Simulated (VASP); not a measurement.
The system is LiIn.

```
Li In
1.0
     4.79843    0.00000    0.00000
     2.39921    4.15556    0.00000
     2.39921    1.38519    3.91790
Li In
2 2
Direct
  0.50000 0.50000 0.50000
  0.75000 0.75000 0.75000
  0.00000 0.00000 0.00000
  0.25000 0.25000 0.25000
```

```yaml
Program: VASP 6.6.1
Task: relaxation of cell and atoms
Functional: BLYP
Dispersion: D3(BJ)
Potentials_or_basis: VASP PAW PBE potentials, release 64 (Li_sv, In_d)
Cutoff: 600 eV
k_mesh: 6 × 6 × 6
Occupations: fermi-dirac, width 0.1 eV
Spin: no spin polarisation
```

At the start: pressure -1.8 GPa; volume 19.53 Å³/atom.

Where does the relaxation end?

Over 3 steps the energy falls by 5.7 meV/atom and the volume is 18.52 Å³/atom (-5.2 %); space group Fd-3m (No. 227, to 0.1 Å) before and after.

Step by step:
| step | energy change (eV) | largest force (eV/Å) | pressure (GPa) | volume (Å³) |
| --- | --- | --- | --- | --- |
| 1 | 0.0000 | 0.0000 | -1.81 | 78.12 |
| 2 | -0.0197 | 0.0000 | -0.75 | 75.66 |
| 3 | -0.0230 | 0.0000 | 0.08 | 74.07 |

Final structure:
```xyz
4
Lattice="4.7140 0.0000 0.0000 2.3570 4.0825 0.0000 2.3570 1.3608 3.8490" Properties=species:S:1:pos:R:3 pbc="T T T"
Li    4.7140    2.7216    1.9245
Li    7.0710    4.0825    2.8867
In    0.0000    0.0000    0.0000
In    2.3570    1.3608    0.9622
```

Caveat: the cutoff is under 1.25 times the usual one of these potentials, so pressure, stress and relaxed cells hold a basis-set (Pulay) error; the PAW data sets were made with another functional, which shifts forces and pressure a little.
